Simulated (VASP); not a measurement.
The system is SiC.

```
CELL_PARAMETERS angstrom
2.91052 0.00000 0.00000
-1.45526 2.52058 0.00000
0.00000 0.00000 4.77753
ATOMIC_POSITIONS crystal
Si 0.33333 0.66667 0.99970
Si 0.66667 0.33333 0.49970
C 0.33333 0.66667 0.37530
C 0.66667 0.33333 0.87530
```

This cell differs from its parent crystal: strain -5.4%.

Base run:

- Program: VASP 6.6.1
- Functional: r2SCAN
- Potentials or basis: VASP PAW PBE potentials, release 64 (Si, C)
- Cutoff: 520 eV
- k mesh: 12 × 12 × 6
- Occupations: gaussian, width 0.01 eV
- Spin: no spin polarisation

Its results: band gap on the k mesh 2.39 eV, indirect (least direct gap 4.88 eV); pressure 51.2 GPa.

Q: The run is repeated on the same cell with these changes: functional from r2SCAN to PBE; occupations from gaussian, width 0.01 eV to fermi-dirac, width 0.02 eV. What comes out?

A: Band gap on the k mesh 1.95 eV, indirect (least direct gap 4.30 eV); pressure 54.7 GPa.

Caveats: the PAW data sets were made with another functional, which shifts forces and pressure a little (some runs).

A k mesh can miss the band edges.
